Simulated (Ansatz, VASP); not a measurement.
InP in VASP and in Ansatz

```
In P
1.0
     0.00000    2.84259    2.93050
     2.84259    0.00000    2.93050
     2.84259    2.84259    0.00000
In P
1 1
Direct
  0.00000 0.00000 0.00000
  0.75000 0.75000 0.75000
```

Change from the starting cell: strain -0.030 along x and y, +0.000 along z, atoms carried along.

Alike in both runs: task single point; functional r2SCAN; k mesh 8 × 8 × 8; occupations gaussian, width 0.05 eV; no spin polarisation.

|  | VASP | Ansatz |
| --- | --- | --- |
| version | VASP 6.6.1 | Ansatz 0.2.0 |
| potentials or method | VASP PAW PBE potentials, release 64 (In_d, P), cutoff 520 eV | scalar-relativistic, plane waves, PAW |
| valence electrons in the cell | 18 | 18 |

```tsv
	VASP	Ansatz	Ansatz less VASP
gap on the k mesh at the Fermi level (eV)	1.46	1.46	-0.006
least direct gap on the mesh (eV)	1.46	1.46	-0.006
pressure (GPa)	6.8	6.9	+0.15
traceless stress, the component that is largest in VASP (GPa)	-0.90	-0.89	+0.012
```

VASP's potentials were made for PBE, not for r2SCAN.
